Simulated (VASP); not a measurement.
Set up this calculation in VASP 6.6.1, as the native input.

```yaml
Task: single point
Functional: PBE
Dispersion: D3(BJ)
Potentials_or_basis: VASP PAW PBE potentials, release 64 (Zn, S)
Cutoff: 520 eV
k_mesh: 12 × 12 × 4
Occupations: gaussian, width 0.02 eV
Spin: no spin polarisation
Dipole_correction: no
Further_INCAR_settings: ALGO = Normal; EDIFF = 1e-06; NBANDS = 26
```

The structure of ZnS lies in POSCAR:

```
ZnS
1.0
    3.7940673390     -0.0000002874      0.0000000000
   -1.8970334206      3.2857588429      0.0000000000
    0.0000000000      0.0000000000      6.2303580350
Zn S
2 2
Direct
    0.3333333333      0.6666666667      0.0054022075
    0.6666666667      0.3333333333      0.5054022075
    0.3333333333      0.6666666667      0.3795977925
    0.6666666667      0.3333333333      0.8795977925
```

One way to write it, as run:

INCAR

```
SYSTEM = ZnS
PREC = Accurate
ENCUT = 520
EDIFF = 1E-6
ISMEAR = 0
SIGMA = 0.02
LREAL = .FALSE.
LASPH = .TRUE.
NELM = 100
ALGO = Normal
ISIF = 2
LWAVE = .FALSE.
LCHARG = .FALSE.
GGA = PE
IVDW = 12
NBANDS = 26
```

KPOINTS

```
Automatic mesh
0
G
  12 12 4
  0 0 0
```

Potentials or basis: VASP PAW PBE potentials, release 64 (Zn, S).

Run with:

```sh
$ cat potpaw_PBE.64/Zn/POTCAR potpaw_PBE.64/S/POTCAR > POTCAR
$ mpirun -np 1 vasp_std > vasp.out
```

It gave:

```json
{
 "Pressure": "0.3 GPa",
 "Largest force": "0.010 eV/Å",
 "Band gap on the k mesh": "2.25 eV",
 "Dispersion energy per atom": "-0.313 eV"
}
```

Run time: 49 s on 1 thread of AMD EPYC 9R45 96-Core Processor (Zen 5), with other jobs on the host, peak memory 0.22 GiB.
